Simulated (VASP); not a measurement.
Input of a VASP 6.6.1 run:

Contents of INCAR:

```
PREC = Accurate
ENCUT = 410
EDIFF = 1E-6
ISMEAR = -1
SIGMA = 0.05
LREAL = Auto
LASPH = True
NELM = 120
ALGO = Normal
ISIF = 2
LWAVE = False
LCHARG = False
GGA = PS
NBANDS = 481
ISYM = -1
GGA_COMPAT = False
KPAR = 1
```

KPOINTS

```
explicit points
1
Reciprocal
  0.25000000   0.25000000   0.25000000 1
```

POSCAR

```
SiGe63
1.0
   11.3511840000      0.0000000000      0.0000000000
    0.0000000000     11.3511840000      0.0000000000
    0.0000000000      0.0000000000     11.3511840000
Ge Si
63 1
Direct
    0.9995630000      0.0000360000      0.0002560000
    0.9998280000      0.0001230000      0.4999730000
    0.9996430000      0.5001380000      0.9998860000
    0.9995430000      0.5000350000      0.5001460000
    0.4997010000      0.0000450000      0.9999070000
    0.4995440000      0.0000820000      0.5000720000
    0.4995580000      0.5000100000      0.0000460000
    0.1252690000      0.1252220000      0.1248400000
    0.1254610000      0.1253430000      0.6252640000
    0.1253820000      0.6250190000      0.1253350000
    0.1251890000      0.6251370000      0.6249390000
    0.6251010000      0.1253200000      0.1253380000
    0.6251910000      0.1252080000      0.6248970000
    0.6251590000      0.6251610000      0.1247530000
    0.6227230000      0.6226700000      0.6227630000
    0.2499700000      0.2503740000      0.9996350000
    0.2500770000      0.2506970000      0.5000680000
    0.2496680000      0.7501060000      0.9999520000
    0.2504250000      0.7494320000      0.4997510000
    0.7497980000      0.2502050000      0.9999750000
    0.7493320000      0.2507170000      0.4997910000
    0.7500990000      0.7500040000      0.9996220000
    0.7490120000      0.7494310000      0.4999200000
    0.3749040000      0.3752580000      0.1254810000
    0.3770990000      0.3770830000      0.6230540000
    0.3750470000      0.8747580000      0.1254270000
    0.3748440000      0.8751270000      0.6252670000
    0.8747360000      0.3752160000      0.1254240000
    0.8748150000      0.3751140000      0.6253450000
    0.8748810000      0.8751700000      0.1253540000
    0.8747470000      0.8746890000      0.6248910000
    0.2500690000      0.0001170000      0.2498710000
    0.2498370000      0.9999880000      0.7502580000
    0.2502290000      0.5001410000      0.2507830000
    0.2507180000      0.5001240000      0.7491650000
    0.7497330000      0.0000280000      0.2502370000
    0.7500820000      0.0000790000      0.7498180000
    0.7493140000      0.5002550000      0.2504210000
    0.7490610000      0.4998950000      0.7495040000
    0.3748400000      0.1254590000      0.3752460000
    0.3751940000      0.1257480000      0.8745130000
    0.3772530000      0.6234590000      0.3768940000
    0.3748630000      0.6253330000      0.8751580000
    0.8750080000      0.1256990000      0.3748030000
    0.8749870000      0.1252850000      0.8753270000
    0.8749360000      0.6253230000      0.3752240000
    0.8748340000      0.6252530000      0.8744050000
    0.0001640000      0.2501480000      0.2496220000
    0.9998250000      0.2498830000      0.7499650000
    0.9998980000      0.7497940000      0.2499050000
    0.0002190000      0.7501310000      0.7497250000
    0.5000100000      0.2504760000      0.2505390000
    0.5001910000      0.2507680000      0.7490690000
    0.5002240000      0.7493940000      0.2503450000
    0.4997500000      0.7492220000      0.7493110000
    0.1247450000      0.3753470000      0.3752770000
    0.1252150000      0.3753920000      0.8746050000
    0.1251520000      0.8751090000      0.3748960000
    0.1247560000      0.8753640000      0.8753580000
    0.6230620000      0.3774360000      0.3770070000
    0.6249050000      0.3752700000      0.8752590000
    0.6248730000      0.8752300000      0.3753270000
    0.6248500000      0.8750780000      0.8746470000
    0.4994880000      0.4998440000      0.4997080000
```

Potentials or basis: VASP PAW PBE potentials, release 64 (Ge_d, Si).

Run with:

```sh
$ cat potpaw_PBE.64/Ge_d/POTCAR potpaw_PBE.64/Si/POTCAR > POTCAR
$ mpirun -np 4 vasp_std > vasp.out
```

(1) Predict the largest force.

(2) Estimate the pressure.

Results:

(1) 0.032 eV/Å.

(2) -0.7 GPa.

Caveat: the PAW data sets were made with another functional, which shifts forces and pressure a little.
